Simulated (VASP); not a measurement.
# MgO (Fm-3m) in VASP: notebook

The runs below take MgO through elastic constants, with PBEsol.

Everything below comes from runs of VASP 6.6.1. Logs are shortened: lines on timing, memory, paths and dates and some standing lists are left out, and cuts for length are marked.

## (1) The cell of the first run

It takes space group Fm-3m (No. 225, cubic). The conventional cell has a = 4.157 Å, b = 4.157 Å, c = 4.157 Å, α = 90.00°, β = 90.00°, γ = 90.00°. Within 2.8 Å of Mg (site symmetry m-3m) lie 6 O at 2.08 Å. O (site symmetry m-3m) has 6 Mg at 2.08 Å within 2.8 Å.

## (2) Elastic constants, PBEsol

Input file INCAR:

```
PREC     = Accurate       # precision mode
ENCUT    = 600            # plane-wave cutoff, eV
EDIFF    = 1E-8           # SCF threshold, eV
ISMEAR   = 0              # smearing method
SIGMA    = 0.01           # smearing width, eV
LREAL    = False          # projectors in reciprocal space
LASPH    = True           # aspherical terms in the spheres
NELM     = 100            # most SCF steps
ALGO     = Normal         # electronic algorithm
ISIF     = 3              # what is computed and relaxed
LWAVE    = False          # write WAVECAR
LCHARG   = True           # write CHGCAR
GGA      = PS             # functional
NBANDS   = 11             # bands
IBRION   = 6              # ionic algorithm
NFREE    = 2            
POTIM    = 0.015          # step
NSW      = 1              # ionic steps
```

Input file KPOINTS:

```
Automatic mesh
0
Gamma
  10 10 10
```

Input file POSCAR:

```
MgO
1.0
    0.0000000000      2.0785902557      2.0785902557
    2.0785902557      0.0000000000      2.0785902557
    2.0785902557      2.0785902557      0.0000000000
Mg O
1 1
Direct
    0.0000000000      0.0000000000      0.0000000000
    0.5000000000      0.5000000000      0.5000000000
```

Potentials or basis: VASP PAW PBE potentials, release 64 (Mg, O).

Command:

```console
$ cat potpaw_PBE.64/Mg/POTCAR potpaw_PBE.64/O/POTCAR > POTCAR
$ mpirun -np 1 vasp_std > vasp.out
```

OUTCAR:

```text
PREC = Accurate
   ENCUT = 600
   EDIFF = 1E-8
   ISMEAR = 0
   LREAL = False
   LASPH = True
   NELM = 100
   ISIF = 3
   GGA = PS
   IBRION = 6
   NFREE = 2
   POTIM = 0.015
   NSW = 1

 ion  position               nearest neighbor table
   1  0.000  0.000  0.000-   2 2.08   2 2.08   2 2.08   2 2.08   2 2.08   2 2.08
   2  0.500  0.500  0.500-   1 2.08   1 2.08   1 2.08   1 2.08   1 2.08   1 2.08

  LATTYP: Found a face centered cubic cell.
 ALAT       =     4.1571805114

  Lattice vectors:

 A1 = (   0.0000000000,   2.0785902557,   2.0785902557)
 A2 = (   2.0785902557,   0.0000000000,   2.0785902557)
 A3 = (   2.0785902557,   2.0785902557,   0.0000000000)

Analysis of symmetry for initial positions (statically):
=====================================================================
 Subroutine PRICEL returns:
 Original cell was already a primitive cell.

 Routine SETGRP: Setting up the symmetry group for a
 face centered cubic supercell.

 Subroutine GETGRP returns: Found 48 space group operations
 (whereof 48 operations were pure point group operations)
 out of a pool of 48 trial point group operations.

The static configuration has the point symmetry O_h .

Analysis of symmetry for dynamics (positions and initial velocities):
=====================================================================
 Subroutine PRICEL returns:
 Original cell was already a primitive cell.

 Routine SETGRP: Setting up the symmetry group for a
 face centered cubic supercell.

 Subroutine GETGRP returns: Found 48 space group operations
 (whereof 48 operations were pure point group operations)
 out of a pool of 48 trial point group operations.

The dynamic configuration has the point symmetry O_h .

 Subroutine INISYM returns: Found 48 space group operations
 (whereof 48 operations are pure point group operations),
 and found     1 'primitive' translations

----------------------------------------------------------------------------------------

                                     Primitive cell

  volume of cell :      17.9613

  direct lattice vectors                    reciprocal lattice vectors
     0.000000000  2.078590256  2.078590256    -0.240547649  0.240547649  0.240547649
     2.078590256  0.000000000  2.078590256     0.240547649 -0.240547649  0.240547649
     2.078590256  2.078590256  0.000000000     0.240547649  0.240547649 -0.240547649

  length of vectors
     2.939570530  2.939570530  2.939570530     0.416640750  0.416640750  0.416640750

  position of ions in fractional coordinates (direct lattice)
     0.000000000  0.000000000  0.000000000
     0.500000000  0.500000000  0.500000000

  ion indices of the primitive-cell ions
   primitive index   ion index
                 1           1
                 2           2

----------------------------------------------------------------------------------------

 KPOINTS: Automatic mesh

Automatic generation of k-mesh.
 Grid dimensions read from file:
 generate k-points for:   10   10   10

 Generating k-lattice:

  Cartesian coordinates                     Fractional coordinates (reciprocal lattice)
    -0.024054765  0.024054765  0.024054765     0.100000000  0.000000000  0.000000000
     0.024054765 -0.024054765  0.024054765     0.000000000  0.100000000  0.000000000
     0.024054765  0.024054765 -0.024054765     0.000000000  0.000000000  0.100000000

  Length of vectors
[... 103 lines left out ...]

  energy without entropy =      -12.50107845  energy(sigma->0) =      -12.50107845

------------------------ aborting loop because EDIFF is reached ----------------------------------------

  FORCE on cell =-STRESS in cart. coord.  units (eV):
  Direction    XX          YY          ZZ          XY          YZ          ZX
  --------------------------------------------------------------------------------------
  -------------------------------------------------------------------------------------
  Total        0.7101607      0.7101607      0.7101607      0.0000000      0.0000000      0.0000000
  in kB       63.3476554     63.3476554     63.3476554      0.0000000      0.0000000      0.0000000
  external PRESSURE =      63.3476554 kB  Pullay stress =       0.0000000 kB
[... 89 lines left out ...]
  FREE ENERGIE OF THE ION-ELECTRON SYSTEM (eV)
  ---------------------------------------------------
  free  energy   TOTEN  =       -12.4856527215 eV

  energy  without entropy=      -12.4856527215  energy(sigma->0) =      -12.48565272

[... ionic steps 4 to 14 ...]

--------------------------------------- Ionic step       15  -------------------------------------------

 number of electron       8.0000000 magnetization

------------------------ aborting loop because EDIFF is reached ----------------------------------------
[... 67 lines left out ...]
--------------------------------------- Ionic step       17  -------------------------------------------

 number of electron       8.0000000 magnetization

 Free energy of the ion-electron system (eV)
  ---------------------------------------------------
  ext. energy  EPLUGINS =         0.00000000
  ---------------------------------------------------
  free energy    TOTEN  =       -12.50034460 eV

  energy without entropy =      -12.50034460  energy(sigma->0) =      -12.50034460

 E-fermi :   3.4259     XC(G=0): -11.5017

 val. band max:        3.3666804679   @ k =   0.0000   0.0000   0.0000
 cond. band min:       8.3921252803   @ k =   0.0000   0.0000   0.0000
 fundamental gap:      5.0254448124
 Fermi energy:         3.4258555010

 k-point     1 :       0.0000    0.0000    0.0000
  band No.  band energies     occupation
      1     -14.0472      2.00000
      2       3.3664      2.00000
      3       3.3667      2.00000
      4       3.3667      2.00000
      5       8.3921      0.00000
      6      19.2193      0.00000
      7      19.2198      0.00000
      8      19.2198      0.00000
      9      23.1655      0.00000
     10      25.0970      0.00000
     11      25.0977      0.00000
[... 309 lines left out ...]
 k-point    24 :       0.4000    0.3000    0.0000
  band No.  band energies     occupation
      1     -12.6882      2.00000
      2      -0.3915      2.00000
      3       1.9852      2.00000
      4       2.2191      2.00000
      5      13.1446      0.00000
      6      13.5759      0.00000
      7      17.2676      0.00000
      8      21.9317      0.00000
      9      22.1436      0.00000
     10      28.6183      0.00000
     11      31.0578      0.00000

 [... further k-points ...]
[... 5 lines left out ...]
  --------------------------------------------------------------------------------------
  -------------------------------------------------------------------------------------
  Total        0.7199908      0.7093813      0.7093813     -0.0000000      0.0000000      0.0000000
  in kB       64.2245168     63.2781374     63.2781374     -0.0000000      0.0000000      0.0000000
  external PRESSURE =      63.5935972 kB  Pullay stress =       0.0000000 kB
[... 17 lines left out ...]
  FREE ENERGIE OF THE ION-ELECTRON SYSTEM (eV)
  ---------------------------------------------------
  free  energy   TOTEN  =       -12.5003446036 eV

  energy  without entropy=      -12.5003446036  energy(sigma->0) =      -12.50034460

 INTERNAL STRAIN TENSORS FROM STRAINED CELLS
 ============================================

 INTERNAL STRAIN TENSOR FOR ION    1 for displacements in x,y,z  (eV/Angst):
          X           Y           Z          XY          YZ          ZX
  --------------------------------------------------------------------------------
  x    -0.00000     0.00000    -0.00000    -0.00000     0.00000    -0.00000
  y     0.00000    -0.00000     0.00000    -0.00000     0.00000     0.00000
  z    -0.00000    -0.00000     0.00000     0.00000    -0.00000     0.00000

 INTERNAL STRAIN TENSORS FROM DISPLACED ATOMS
 ============================================

 INTERNAL STRAIN TENSOR FOR ION    1 for displacements in x,y,z  (eV/Angst):
          X           Y           Z          XY          YZ          ZX
  --------------------------------------------------------------------------------
  x     0.00000     0.00000     0.00000     0.00000     0.00000     0.00000
  y     0.00000     0.00000     0.00000     0.00000     0.00000     0.00000
  z     0.00000     0.00000     0.00000     0.00000     0.00000     0.00000

 INTERNAL STRAIN TENSOR FOR ION    2 for displacements in x,y,z  (eV/Angst):
          X           Y           Z          XY          YZ          ZX
  --------------------------------------------------------------------------------
  x     0.00000     0.00000     0.00000     0.00000     0.00000     0.00000
  y     0.00000     0.00000     0.00000     0.00000     0.00000     0.00000
  z     0.00000     0.00000     0.00000     0.00000     0.00000     0.00000

 Eigenvectors and eigenvalues of the dynamical matrix
 ----------------------------------------------------

   1 f  =   12.856613 THz    80.780481 2PiTHz  428.850443 cm-1    53.170654 meV
             X         Y         Z           dx          dy          dz
      0.000000  0.000000  0.000000    -0.629370   -0.027862    0.012567
      2.078590  2.078590  2.078590     0.775590    0.034335   -0.015487
[... 21 lines left out ...]
   6 f/i=    0.000888 THz     0.005581 2PiTHz    0.029628 cm-1     0.003673 meV
             X         Y         Z           dx          dy          dz
      0.000000  0.000000  0.000000    -0.219198    0.608854    0.429195
      2.078590  2.078590  2.078590    -0.177873    0.494068    0.348280

--------------------------------------------------------------------------------------------------------

 ELASTIC MODULI CONTR FROM IONIC RELAXATION (kBar)
 Direction    XX          YY          ZZ          XY          YZ          ZX
 --------------------------------------------------------------------------------
 XX           0.0000      0.0000      0.0000      0.0000      0.0000      0.0000
 YY           0.0000      0.0000      0.0000      0.0000      0.0000      0.0000
 ZZ           0.0000      0.0000      0.0000      0.0000      0.0000      0.0000
 XY           0.0000      0.0000      0.0000      0.0000      0.0000      0.0000
 YZ           0.0000      0.0000      0.0000      0.0000      0.0000      0.0000
 ZX           0.0000      0.0000      0.0000      0.0000      0.0000      0.0000
 --------------------------------------------------------------------------------

 TOTAL ELASTIC MODULI (kBar)
 Direction    XX          YY          ZZ          XY          YZ          ZX
 --------------------------------------------------------------------------------
 XX        3514.2384    946.5926    946.5926     -0.0000      0.0000     -0.0000
 YY         946.5926   3514.2384    946.5926     -0.0000     -0.0000     -0.0000
 ZZ         946.5926    946.5926   3514.2384      0.0000      0.0000      0.0000
 XY          -0.0000     -0.0000      0.0000   1520.5928      0.0000     -0.0000
 YZ           0.0000     -0.0000      0.0000      0.0000   1520.5928     -0.0000
 ZX          -0.0000     -0.0000      0.0000     -0.0000     -0.0000   1520.5928
 --------------------------------------------------------------------------------
```

It took 5.4 min on 1 thread of AMD EPYC 9R45 (Zen 5), shared host; peak memory 0.22 GiB.

Results:

- Elastic constants C11, C12, C44: 351, 95, 152 GPa
- Voigt bulk modulus: 180 GPa
- Highest phonon frequency at Γ, LO-TO splitting left out: 429 cm⁻¹

Phonon frequencies in cm⁻¹ (negative: imaginary):
```csv
q point,frequencies
"(0.000, 0.000, 0.000)",0 0 0 429 429 429
```

Elastic tensor in Voigt notation (GPa, in the Cartesian axes of the cell as first typed):
```
351  95  95   0   0   0
 95 351  95   0   0   0
 95  95 351   0   0   0
  0   0   0 152   0   0
  0   0   0   0 152   0
  0   0   0   0   0 152
```

Clamped-ion elastic tensor (GPa):
```
351  95  95   0   0   0
 95 351  95   0   0   0
 95  95 351   0   0   0
  0   0   0 152   0   0
  0   0   0   0 152   0
  0   0   0   0   0 152
```

Caveat: the cell is under stress, which shifts elastic constants; the PAW data sets were made with another functional, which shifts forces and pressure a little.

## (3) Elastic constants, PBEsol

This run uses another cell than the first one, of 9.13 Å³/atom, 1.017 times its volume.

Input file INCAR:

```
SYSTEM = MgO
PREC = Accurate
ENCUT = 600
EDIFF = 1E-8
ISMEAR = 0
SIGMA = 0.01
LREAL = .FALSE.
LASPH = .TRUE.
NELM = 100
ALGO = Normal
ISIF = 3
LWAVE = .FALSE.
LCHARG = .FALSE.
GGA = PS
IBRION = 6
NFREE = 2
POTIM = 0.015
NSW = 1
```

Input file KPOINTS:

```
Automatic mesh
0
G
  10 10 10
  0 0 0
```

Input file POSCAR:

```
MgO
1.0
    0.0000000000      2.0901832218      2.0901832218
    2.0901832218      0.0000000000      2.0901832218
    2.0901832218      2.0901832218      0.0000000000
Mg O
1 1
Direct
    0.0000000000      0.0000000000      0.0000000000
    0.5000000000      0.5000000000      0.5000000000
```

Potentials or basis: VASP PAW PBE potentials, release 64 (Mg, O).

Command:

```console
$ cat potpaw_PBE.64/Mg/POTCAR potpaw_PBE.64/O/POTCAR > POTCAR
$ mpirun -np 1 vasp_std > vasp.out
```

It took 3.9 min on 1 thread of AMD EPYC 9R45 (Zen 5), shared host; peak memory 0.2 GiB.

Results (log left out):

* Elastic constants C11, C12, C44: 327, 93, 149 GPa
* Voigt bulk modulus: 171 GPa
* Highest phonon frequency at Γ, LO-TO splitting left out: 413 cm⁻¹

Phonon frequencies in cm⁻¹ (negative: imaginary):
```csv
q point,frequencies
"(0.000, 0.000, 0.000)",0 0 0 413 413 413
```

Elastic tensor in Voigt notation (GPa, in the Cartesian axes of the cell as first typed):
```
327  93  93   0   0   0
 93 327  93   0   0   0
 93  93 327   0   0   0
  0   0   0 149   0   0
  0   0   0   0 149   0
  0   0   0   0   0 149
```

Clamped-ion elastic tensor (GPa):
```
327  93  93   0   0   0
 93 327  93   0   0   0
 93  93 327   0   0   0
  0   0   0 149   0   0
  0   0   0   0 149   0
  0   0   0   0   0 149
```

Caveat: the cell is under stress, which shifts elastic constants; the PAW data sets were made with another functional, which shifts forces and pressure a little.

## (4) Elastic constants, PBEsol

This run uses another cell than the first one, of 9.24 Å³/atom, 1.029 times its volume.

Input file INCAR:

```
ALGO     = Normal         # electronic algorithm
EDIFF    = 1E-8           # SCF threshold, eV
ENCUT    = 600            # plane-wave cutoff, eV
GGA      = PS             # functional
IBRION   = 6              # ionic algorithm
ISIF     = 3              # what is computed and relaxed
ISMEAR   = 0              # smearing method
LASPH    = T              # aspherical terms in the spheres
LCHARG   = T              # write CHGCAR
LREAL    = F              # projectors in reciprocal space
LWAVE    = F              # write WAVECAR
NELM     = 60             # most SCF steps
NFREE    = 2            
NSW      = 1              # ionic steps
POTIM    = 0.015          # step
PREC     = Accurate       # precision mode
SIGMA    = 0.01           # smearing width, eV
```

Input file KPOINTS:

```
k-points
0
Gamma
  10 10 10
```

Input file POSCAR:

```
MgO
1.0
    0.0000000000      2.0983923949      2.0983923949
    2.0983923949      0.0000000000      2.0983923949
    2.0983923949      2.0983923949      0.0000000000
Mg O
1 1
Direct
    0.0000000000      0.0000000000      0.0000000000
    0.5000000000      0.5000000000      0.5000000000
```

Command:

```console
$ cat potpaw_PBE.64/Mg/POTCAR potpaw_PBE.64/O/POTCAR > POTCAR
$ mpirun -np 1 vasp_std > vasp.out
```

Wall time 4 min (1 thread of AMD EPYC 9R45 (Zen 5), shared host); peak memory 0.2 GiB.

It converged, with:

```
Elastic constants C11, C12, C44                         : 311, 92, 147 GPa
Voigt bulk modulus                                      : 165 GPa
Highest phonon frequency at Γ, LO-TO splitting left out : 402 cm⁻¹
```

Phonon frequencies in cm⁻¹ (negative: imaginary):
| q point | frequencies |
| --- | --- |
| (0.000, 0.000, 0.000) | 0 0 0 402 402 402 |

Elastic tensor in Voigt notation (GPa, in the Cartesian axes of the cell as first typed):
```
311  92  92   0   0   0
 92 311  92   0   0   0
 92  92 311   0   0   0
  0   0   0 147   0   0
  0   0   0   0 147   0
  0   0   0   0   0 147
```

Clamped-ion elastic tensor (GPa):
```
311  92  92   0   0   0
 92 311  92   0   0   0
 92  92 311   0   0   0
  0   0   0 147   0   0
  0   0   0   0 147   0
  0   0   0   0   0 147
```

Caveat: the cell is under stress, which shifts elastic constants; the PAW data sets were made with another functional, which shifts forces and pressure a little.
